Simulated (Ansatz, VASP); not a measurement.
SnO in VASP and in Ansatz

```
Sn O
1.0
     3.13137    0.00000    0.00000
     0.00000    3.13137    0.00000
     0.00000    0.00000    3.13137
Sn O
1 1
Direct
  0.00000 0.00000 0.00000
  0.50000 0.50000 0.50000
```

Change from the starting cell: species swapped into the GaIr type (Pm-3m, No. 221).

Alike in both runs: functional PBE; k mesh 12 × 12 × 12; occupations gaussian, width 0.02 eV; no spin polarisation.

Ansatz relaxed the structure, and its values are those at the end. VASP's run is a single point on that final structure, the one shown.

|  | VASP | Ansatz |
| --- | --- | --- |
| version | VASP 6.6.1 | Ansatz 0.2.0 |
| potentials or method | VASP PAW PBE potentials, release 64 (Sn_d, O), cutoff 520 eV | scalar-relativistic, plane waves, PAW |
| valence electrons in the cell | 20 | 20 |

```tsv
	VASP	Ansatz	Ansatz less VASP
gap on the k mesh at the Fermi level (eV)	none	none	-
pressure (GPa)	0.0	0.0	+0.01
```

A gap of «none» marks a metal or a gap that the smearing closes.
